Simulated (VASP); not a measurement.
Set up this calculation in VASP 6.6.1, as the native input.

- Task: single point
- Functional: r2SCAN
- Potentials or basis: VASP PAW PBE potentials, release 64 (Mg, O)
- Cutoff: 520 eV
- k mesh: 12 × 12 × 12
- Occupations: gaussian, width 0.02 eV
- Spin: no spin polarisation
- Dipole correction: no
- Further INCAR settings: ALGO = Normal; EDIFF = 1e-07; NBANDS = 14

Crystal: MgO2.

```
Mg O
1.0
     1.57848    0.91134    3.46195
    -1.57848    0.91134    3.46195
     0.00000   -1.82267    3.46195
Mg O
1 2
Direct
  0.00000 0.00000 0.00000
  0.42912 0.42912 0.42912
  0.57088 0.57088 0.57088
```

One way to write it, as run:

POSCAR

```
MgO2
1.0
    1.5784800837      0.9113359012      3.4619470643
   -1.5784800837      0.9113359012      3.4619470643
    0.0000000000     -1.8226718024      3.4619470643
Mg O
1 2
Direct
    0.0000000000      0.0000000000      0.0000000000
    0.4291204725      0.4291204725      0.4291204725
    0.5708795275      0.5708795275      0.5708795275
```

INCAR.step1

```
SYSTEM = MgO2
PREC = Accurate
ENCUT = 520
ISMEAR = 0
SIGMA = 0.02
LREAL = .FALSE.
LASPH = .TRUE.
NELM = 60
NBANDS = 14
GGA = PE
ALGO = Normal
EDIFF = 1E-4
LWAVE = .TRUE.
LCHARG = .FALSE.
```

INCAR.step2

```
SYSTEM = MgO2
PREC = Accurate
ENCUT = 520
EDIFF = 1E-7
ISMEAR = 0
SIGMA = 0.02
LREAL = .FALSE.
LASPH = .TRUE.
NELM = 60
ALGO = Normal
ISIF = 2
LWAVE = .FALSE.
LCHARG = .FALSE.
METAGGA = R2SCAN
LMIXTAU = .TRUE.
NBANDS = 14
ISTART = 1
```

KPOINTS

```
Automatic mesh
0
G
  12 12 12
  0 0 0
```

Potentials or basis: VASP PAW PBE potentials, release 64 (Mg, O).

Launch:

```bash
$ cat potpaw_PBE.64/Mg/POTCAR potpaw_PBE.64/O/POTCAR > POTCAR
$ cp INCAR.step1 INCAR
$ mpirun -np 1 vasp_std > vasp.out
$ cp INCAR.step2 INCAR
$ mpirun -np 1 vasp_std > vasp.out
```

It gave:

```json
{
 "Pressure": "-0.3 GPa",
 "Largest force": "0.293 eV/Å",
 "Band gap on the k mesh": "3.13 eV, direct"
}
```

Caveat: the PAW data sets were made with another functional, which shifts forces and pressure a little.

Run time: 3.4 min on 1 thread of Intel(R) Xeon(R) Platinum 8559C (Emerald Rapids), with other jobs on the host, peak memory 0.22 GiB.
